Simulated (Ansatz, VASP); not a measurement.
**Two plane-wave programs on Hf**

```
Hf
1.0
    -1.75746    1.75746    1.75746
     1.75746   -1.75746    1.75746
     1.75746    1.75746   -1.75746
Hf
1
Direct
  0.00000 0.00000 0.00000
```

Alike in both runs: functional PBEsol; k mesh 9 × 9 × 9; occupations fermi-dirac, width 0.3 eV; no spin polarisation.

Ansatz relaxed the structure, and its values are those at the end. VASP's run is a single point on that final structure, the one shown.

|  | VASP | Ansatz |
| --- | --- | --- |
| version | VASP 6.6.1 | Ansatz 0.2.0 |
| potentials or method | VASP PAW PBE potentials, release 64 (Hf_pv) | plane waves, PAW |
| plane-wave cutoff (eV) | 520 | 420 |
| valence electrons in the cell | 10 | 26 |

Ansatz gave:

| Item | Value |
| --- | --- |
| pressure (GPa) | 0.0 |

Estimate VASP's values.

pressure (GPa): -0.3.

VASP's potentials were made for PBE, not for PBEsol. With one functional, cell and mesh, what is left measures potentials, basis and numerics. VASP's potentials hold 10 valence electrons a cell and Ansatz's 26, so a difference there can come from the potentials and not from the codes. Ansatz's warnings: stress scf threshold loose.

Spin-orbit coupling is off throughout.
